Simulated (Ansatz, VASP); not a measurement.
# CdSe: VASP beside Ansatz

```
CELL_PARAMETERS angstrom
0.00000 3.07027 3.03957
3.07027 0.00000 3.03957
3.07027 3.07027 0.00000
ATOMIC_POSITIONS crystal
Cd 0.00000 0.00000 0.00000
Se 0.25000 0.25000 0.25000
```

Change from the starting cell: zz strain of -1 %, crystal datasets.

Alike in both runs: task electric field gradients; functional PBE; k mesh 8 × 8 × 8; occupations fermi-dirac, width 0.03 eV; no spin polarisation.

|  | VASP | Ansatz |
| --- | --- | --- |
| version | VASP 6.6.1 | Ansatz 0.2.0 |
| potentials or method | VASP PAW PBE potentials, release 64 (Cd, Se), cutoff 520 eV | all-electron PAW with datasets made for the crystal, scalar-relativistic |

|  | VASP | Ansatz | Ansatz less VASP |
| --- | --- | --- | --- |
| pressure (GPa) | 2.1 | 1.8 | -0.28 |
| traceless stress, the component that is largest in VASP (GPa) | 0.10 | 0.10 | +0.002 |
| size of Vzz on the site where it differs most (V/Å²) | 2.9 | 3.1 | +0.17 |

Ansatz ran all-electron here, and VASP with PAW potentials.
